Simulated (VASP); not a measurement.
WS2, 6 atoms in the cell. The structure is hexagonal, space group P6_3/mmc (No. 194). The conventional cell has a = 3.188 Å, b = 3.188 Å, c = 15.466 Å, α = 90.00°, β = 90.00°, γ = 120.00°. W (site symmetry -6m2) has 6 S at 2.42 Å and 6 W at 3.19 Å within 3.2 Å. S (site symmetry 3m) has 3 W at 2.42 Å and 7 S at 3.14 to 3.19 Å within 3.2 Å.  This cell differs from its parent crystal: strain along c alone, the other axes held: +4.0 %, then relaxed in part.

| Property | Result |
| --- | --- |
| Program | VASP 6.6.1 |
| Task | single point |
| Functional | PBE |
| Potentials or basis | VASP PAW PBE potentials, release 64 (W_sv, S) |
| Cutoff | 520 eV |
| k mesh | 12 × 12 × 2 |
| Occupations | gaussian, width 0.02 eV |
| Spin | no spin polarisation |
| Dipole correction | no |
| Further INCAR settings | ALGO = Normal; EDIFF = 1e-06; NBANDS = 35 |

Potentials or basis: VASP PAW PBE potentials, release 64 (W_sv, S).

Launch:

```sh
$ cat potpaw_PBE.64/W_sv/POTCAR potpaw_PBE.64/S/POTCAR > POTCAR
$ mpirun -np 1 vasp_std > vasp.out
```

Hardware: 1 thread of Intel(R) Xeon(R) Platinum 8488C (Sapphire Rapids), on a shared host.

Problem. Estimate the wall time of this run.

Solution. Run time: 2.6 min on 1 thread of Intel(R) Xeon(R) Platinum 8488C (Sapphire Rapids) (shared host), peak memory 0.32 GiB. Counts: scf iterations 15, k points 38.
